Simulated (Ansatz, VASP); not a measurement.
**InP3: VASP beside Ansatz**

```
In P
1.0
     3.74150    2.16016    3.41979
    -3.74150    2.16016    3.41979
     0.00000   -4.32031    3.41979
In P
2 6
Direct
  0.27025 0.27025 0.27025
  0.72975 0.72975 0.72975
  0.79829 0.24470 0.79829
  0.79829 0.79829 0.24470
  0.24470 0.79829 0.79829
  0.20171 0.75530 0.20171
  0.75530 0.20171 0.20171
  0.20171 0.20171 0.75530
```

Change from the starting cell: strain +0.0150 x Voigt [0, 0, 1, 0, 0, 0], atoms carried along.

Alike in both runs: task single point; functional r2SCAN; k mesh 6 × 6 × 6; occupations gaussian, width 0.15 eV; no spin polarisation.

```csv
,VASP,Ansatz
version,VASP 6.6.1,Ansatz 0.2.0
potentials or method,"VASP PAW PBE potentials, release 64 (In_d, P), cutoff 520 eV","scalar-relativistic, plane waves, PAW"
valence electrons in the cell,56,56
```

```csv
,VASP,Ansatz,Ansatz less VASP
gap on the k mesh at the Fermi level (eV),none,none,-
pressure (GPa),-1.3,-0.9,+0.34
"traceless stress, the component that is largest in VASP (GPa)",-0.56,-0.63,-0.065
rms of the force components (eV/Å),0.123,0.076,-0.0471
```

VASP's potentials were made for PBE, not for r2SCAN. Atom by atom the forces differ by 0.049 eV/Å (rms over components). A gap of «none» marks a metal or a gap that the smearing closes.
